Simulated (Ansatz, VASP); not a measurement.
One calculation of CaC2, two programs

The input INCAR:

```
SYSTEM = CaC2
ALGO = Fast ; EDIFF = 1E-6
ENCUT = 520 ; GGA = CA
ISIF = 2 ; ISMEAR = 0
LASPH = .True. ; LCHARG = .False.
LREAL = .False. ; LWAVE = .False.
NBANDS = 16 ; NELM = 100
PREC = Accurate ; SIGMA = 0.05
```

File KPOINTS:

```
k-points
0
Gamma
  10 10 10
  0 0 0
```

POSCAR

```
CaC2
1.0
   -1.8948765550      2.4432612300      2.6801311800
    1.8948765550     -2.4432612300      2.6801311800
    1.8948765550      2.4432612300     -2.6801311800
Ca C
1 2
Direct
    0.0000000000      0.0000000000      0.0000000000
    0.3712390700      0.5000000000      0.8712390700
    0.6287609300      0.5000000000      0.1287609300
```

Input for Ansatz:

```yaml
crystal:
  lattice:
    - [-1.894876555, 2.44326123, 2.68013118]
    - [1.894876555, -2.44326123, 2.68013118]
    - [1.894876555, 2.44326123, -2.68013118]
  atoms:
    - { symbol: Ca, position: [0.0, 0.0, 0.0] }
    - { symbol: C, position: [0.37123907, 0.5, 0.87123907] }
    - { symbol: C, position: [0.62876093, 0.5, 0.12876093] }
basis:
  ecutwfc: 420
kpoints:
  mp_grid: { grid: [10, 10, 10] }
hamiltonian:
  xc: lda
scf:
  occupations: { method: gaussian, width: 0.05 }
output:
  forces: true
  stress: true
  eigenvalues: true
```

Alike in both runs: task single point; functional LDA; k mesh 10 × 10 × 10; occupations gaussian, width 0.05 eV; no spin polarisation.

|  | VASP | Ansatz |
| --- | --- | --- |
| version | VASP 6.6.1 | Ansatz 0.2.0 |
| potentials or method | VASP PAW LDA potentials, release 64 (Ca_sv, C), cutoff 520 eV | scalar-relativistic, plane waves, PAW |
| valence electrons in the cell | 18 | 18 |

|  | VASP | Ansatz | Ansatz less VASP |
| --- | --- | --- | --- |
| gap on the k mesh at the Fermi level (eV) | 2.25 | 2.27 | +0.015 |
| least direct gap on the mesh (eV) | 2.53 | 2.54 | +0.002 |
| pressure (GPa) | -4.9 | -5.3 | -0.36 |
| traceless stress, the component that is largest in VASP (GPa) | -1.05 | -1.30 | -0.248 |
| rms of the force components (eV/Å) | 0.180 | 0.220 | +0.0399 |

LDA's correlation is that of Perdew and Zunger in VASP and of Perdew and Wang (1992) in Ansatz. Atom by atom the forces differ by 0.040 eV/Å (rms over components).
